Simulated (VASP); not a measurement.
The system is SiF.

```
CELL_PARAMETERS angstrom
3.18662 0.00000 0.00000
0.00000 3.18662 0.00000
0.00000 0.00000 3.18662
ATOMIC_POSITIONS crystal
Si 0.50000 0.50000 0.50000
F 0.00000 0.00000 0.00000
```

```yaml
Program: VASP 6.6.1
Task: relaxation of cell and atoms
Functional: PBE
Potentials_or_basis: VASP PAW PBE potentials, release 64 (Si, F)
Cutoff: 600 eV
k_mesh: 6 × 6 × 6
Occupations: gaussian, width 0.1 eV
Spin: no spin polarisation
```

At the start: pressure -7.9 GPa; volume 16.18 Å³/atom.

Q: Where does the relaxation end?

A: Over 3 steps the energy falls by 66.1 meV/atom and the volume is 13.89 Å³/atom (-14.2 %); space group Pm-3m (No. 221, to 0.05 Å).

Step by step:
```
step  energy change (eV)  largest force (eV/Å)  pressure (GPa)  volume (Å³)
   1              0.0000                0.0000           -7.90        32.36
   2             -0.1239                0.0000           -2.49        28.77
   3             -0.1323                0.0000           -0.15        27.78
```

Final structure:
```
Si F
1.0
     3.02859    0.00000    0.00000
     0.00000    3.02859    0.00000
     0.00000    0.00000    3.02859
Si F
1 1
Cartesian
  1.5143 1.5143 1.5143
  0.0000 0.0000 0.0000
```

Caveat: an odd number of electrons without spin polarisation forces a metal; a magnetic or distorted state may lie lower.
